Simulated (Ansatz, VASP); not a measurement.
## One calculation of Si, two programs

```
CELL_PARAMETERS angstrom
0.00000 2.71673 2.71673
2.71673 0.00000 2.71673
2.71673 2.71673 0.00000
ATOMIC_POSITIONS crystal
Si 0.00000 0.00000 0.00000
Si 0.25000 0.25000 0.25000
```

Alike in both runs: functional PBEsol; k mesh 10 × 10 × 10; occupations gaussian, width 0.02 eV; no spin polarisation.

Ansatz relaxed the structure, and its values are those at the end. VASP's run is a single point on that final structure, the one shown.

```csv
,VASP,Ansatz
version,VASP 6.6.1,Ansatz 0.2.0
potentials or method,"VASP PAW PBE potentials, release 64 (Si), cutoff 500 eV","scalar-relativistic, plane waves, PAW"
valence electrons in the cell,8,8
```

Ansatz gave:

- gap on the k mesh at the Fermi level (eV): 0.48
- least direct gap on the mesh (eV): 2.52
- pressure (GPa): 0.0

**Question.** Which values does VASP return?

**Answer.** gap on the k mesh at the Fermi level (eV): 0.47; least direct gap on the mesh (eV): 2.52; pressure (GPa): 0.1.

VASP's potentials were made for PBE, not for PBEsol, and Ansatz warns of the same on its side.
